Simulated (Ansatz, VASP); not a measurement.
## Two plane-wave programs on BaTe

```xyz
2
Lattice="4.0493 0.0000 0.0000 0.0000 4.0493 0.0000 0.0000 0.0000 4.0493" Properties=species:S:1:pos:R:3 pbc="T T T"
Ba    0.0000    0.0000    0.0000
Te    2.0247    2.0247    2.0247
```

Change from the starting cell: strain -0.050 along x and y, -0.050 along z, atoms carried along.

Alike in both runs: task single point; functional PBE; k mesh 6 × 6 × 6; occupations gaussian, width 0.05 eV; no spin polarisation.

|  | VASP | Ansatz |
| --- | --- | --- |
| version | VASP 6.6.1 | Ansatz 0.2.0 |
| potentials or method | VASP PAW PBE potentials, release 64 (Ba_sv, Te), cutoff 520 eV | scalar-relativistic, plane waves, PAW |
| valence electrons in the cell | 16 | 26 |

|  | VASP | Ansatz | Ansatz less VASP |
| --- | --- | --- | --- |
| gap on the k mesh at the Fermi level (eV) | 0.36 | 0.51 | +0.148 |
| least direct gap on the mesh (eV) | 0.72 | 0.82 | +0.098 |
| pressure (GPa) | 6.9 | 6.1 | -0.84 |

With one functional, cell and mesh, what is left measures potentials, basis and numerics. VASP's potentials hold 16 valence electrons a cell and Ansatz's 26, so a difference there can come from the potentials and not from the codes.

Spin-orbit coupling is off throughout.
